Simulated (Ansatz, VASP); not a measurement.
One calculation of BaTa2, two programs

INCAR

```
SYSTEM = BaTa2
  PREC = Accurate
  ENCUT = 520
  EDIFF = 1E-6
  ISMEAR = 0
  SIGMA = 0.1
  LREAL = .False.
  LASPH = .True.
  NELM = 80
  ALGO = Fast
  ISIF = 2
  LWAVE = .False.
  LCHARG = .False.
  GGA = PE
  NBANDS = 23
```

The input KPOINTS:

```
Automatic mesh
0
Gamma
  6 6 6
  0 0 0
```

The input POSCAR:

```
BaTa2
1.0
    0.0000000000      3.2635735585      3.2635735585
    3.2635735585      0.0000000000      3.2635735585
    3.2635735585      3.2635735585      0.0000000000
Ba Ta
1 2
Direct
    0.0000000000      0.0000000000      0.0000000000
    0.2500000000      0.2500000000      0.2500000000
    0.7500000000      0.7500000000      0.7500000000
```

Input for Ansatz:

```yaml
crystal:
  lattice:
    - [0.0, 3.2635735585, 3.2635735585]
    - [3.2635735585, 0.0, 3.2635735585]
    - [3.2635735585, 3.2635735585, 0.0]
  atoms:
    - { symbol: Ba, position: [0.0, 0.0, 0.0] }
    - { symbol: Ta, position: [0.25, 0.25, 0.25] }
    - { symbol: Ta, position: [0.75, 0.75, 0.75] }
basis:
  ecutwfc: 420
kpoints:
  mp_grid: { grid: [6, 6, 6] }
hamiltonian:
  xc: pbe
scf:
  occupations: { method: gaussian, width: 0.1 }
  lower_state_search: "off"
output:
  forces: true
  stress: true
  eigenvalues: true
```

Alike in both runs: task single point; functional PBE; k mesh 6 × 6 × 6; occupations gaussian, width 0.1 eV; no spin polarisation.

```csv
,VASP,Ansatz
version,VASP 6.6.1,Ansatz 0.2.0
potentials or method,"VASP PAW PBE potentials, release 64 (Ba_sv, Ta_pv), cutoff 520 eV","scalar-relativistic, plane waves, PAW"
valence electrons in the cell,32,36
```

|  | VASP | Ansatz | Ansatz less VASP |
| --- | --- | --- | --- |
| gap on the k mesh at the Fermi level (eV) | none | none | - |
| pressure (GPa) | 9.4 | 5.6 | -3.85 |

A gap of «none» marks a metal or a gap that the smearing closes. VASP's potentials hold 32 valence electrons a cell and Ansatz's 36, so a difference there can come from the potentials and not from the codes.

Spin-orbit coupling is off throughout.
